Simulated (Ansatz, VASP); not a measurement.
Two plane-wave programs on SnPt2Se3

```
CELL_PARAMETERS angstrom
6.65212 0.00000 0.00000
-3.32606 5.76090 0.00000
0.00000 0.00000 3.56529
ATOMIC_POSITIONS crystal
Sn 0.00000 0.00000 0.00000
Pt 0.33333 0.66667 0.00000
Pt 0.66667 0.33333 0.00000
Se 0.50000 0.00000 0.50000
Se 0.50000 0.50000 0.50000
Se 0.00000 0.50000 0.50000
```

Change from the starting cell: species swapped into the CeAl3Pd2 type (P6/mmm, No. 191).

Alike in both runs: functional PBE; k mesh 3 × 3 × 6; occupations gaussian, width 0.1 eV; no spin polarisation.

Ansatz relaxed the structure, and its values are those at the end. VASP's run is a single point on that final structure, the one shown.

|  | VASP | Ansatz |
| --- | --- | --- |
| version | VASP 6.6.1 | Ansatz 0.2.0 |
| potentials or method | VASP PAW PBE potentials, release 64 (Sn_d, Pt, Se), cutoff 520 eV | scalar-relativistic, plane waves, PAW |
| valence electrons in the cell | 52 | 98 |

```csv
,VASP,Ansatz,Ansatz less VASP
gap on the k mesh at the Fermi level (eV),none,none,-
pressure (GPa),-0.2,-0.2,+0.03
```

A gap of «none» marks a metal or a gap that the smearing closes. With one functional, cell and mesh, what is left measures potentials, basis and numerics. VASP's potentials hold 52 valence electrons a cell and Ansatz's 98, so a difference there can come from the potentials and not from the codes.

The k mesh is coarse, so the values compare programs but aren't converged. Neither program's run includes spin-orbit coupling.
